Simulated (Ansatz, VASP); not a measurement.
**WS2: VASP beside Ansatz**

Contents of INCAR:

```
PREC     = Accurate       # precision mode
ENCUT    = 520            # plane-wave cutoff, eV
EDIFF    = 1E-7           # SCF threshold, eV
ISMEAR   = 0              # smearing method
SIGMA    = 0.05           # smearing width, eV
LREAL    = F              # projectors in reciprocal space
LASPH    = T              # aspherical terms in the spheres
NELM     = 100            # most SCF steps
ALGO     = Normal         # electronic algorithm
ISIF     = 2              # what is computed and relaxed
LWAVE    = F              # write WAVECAR
LCHARG   = F              # write CHGCAR
LDIPOL   = T            
IDIPOL   = 3            
DIPOL    = 0.5 0.5 0.402
GGA      = PE             # functional
IVDW     = 12             # dispersion correction
NBANDS   = 35             # bands
```

File KPOINTS:

```
Automatic mesh
0
Gamma
  9 9 1
```

The input POSCAR:

```
WS2
1.0
    3.1595456682      0.0000000000      0.0000000000
   -1.5797728341      2.7362468131      0.0000000000
    0.0000000000      0.0000000000     23.8042574330
S W
4 2
Direct
    0.3333333333      0.6666666667      0.1890418137
    0.3333333333      0.6666666667      0.3214605092
    0.3333333333      1.1666666667      0.4827761903
    0.3333333333      1.1666666667      0.6151948858
    0.6666666667      0.3333333333      0.2552511584
    0.6666666667      0.8333333333      0.5489855349
```

Input for Ansatz:

```yaml
crystal:
  lattice:
    - [3.1595456682, 0.0, 0.0]
    - [-1.5797728341, 2.7362468131, 0.0]
    - [0.0, 0.0, 23.804257433]
  atoms:
    - { symbol: S, position: [0.3333333333, 0.6666666667, 0.1890418137] }
    - { symbol: W, position: [0.6666666667, 0.3333333333, 0.2552511584] }
    - { symbol: S, position: [0.3333333333, 0.6666666667, 0.3214605092] }
    - { symbol: S, position: [0.3333333333, 1.1666666667, 0.4827761903] }
    - { symbol: W, position: [0.6666666667, 0.8333333333, 0.5489855349] }
    - { symbol: S, position: [0.3333333333, 1.1666666667, 0.6151948858] }
basis:
  ecutwfc: 420
kpoints:
  mp_grid: { grid: [9, 9, 1] }
hamiltonian:
  xc: pbe
  pseudopotentials: { kind: paw, azcp: { folder: soft_1 } }
  dispersion: d3bj
scf:
  occupations: { method: gaussian, width: 0.05 }
output:
  forces: true
  eigenvalues: true
efield:
  axis: 3
  dipole_correction: true
  ramp_width: 0.04
```

Alike in both runs: task single point; functional PBE; dispersion D3(BJ); k mesh 9 × 9 × 1; occupations gaussian, width 0.05 eV; no spin polarisation.

|  | VASP | Ansatz |
| --- | --- | --- |
| version | VASP 6.6.1 | Ansatz 0.2.0 |
| potentials or method | VASP PAW PBE potentials, release 64 (S, W_sv), cutoff 520 eV | scalar-relativistic, plane waves, PAW |
| valence electrons in the cell | 52 | 52 |

|  | VASP | Ansatz | Ansatz less VASP |
| --- | --- | --- | --- |
| gap on the k mesh at the Fermi level (eV) | 1.87 | 1.85 | -0.013 |
| least direct gap on the mesh (eV) | 1.92 | 1.92 | -0.003 |
| rms of the force components (eV/Å) | 0.028 | 0.027 | -0.0006 |

Neither program's run includes spin-orbit coupling.
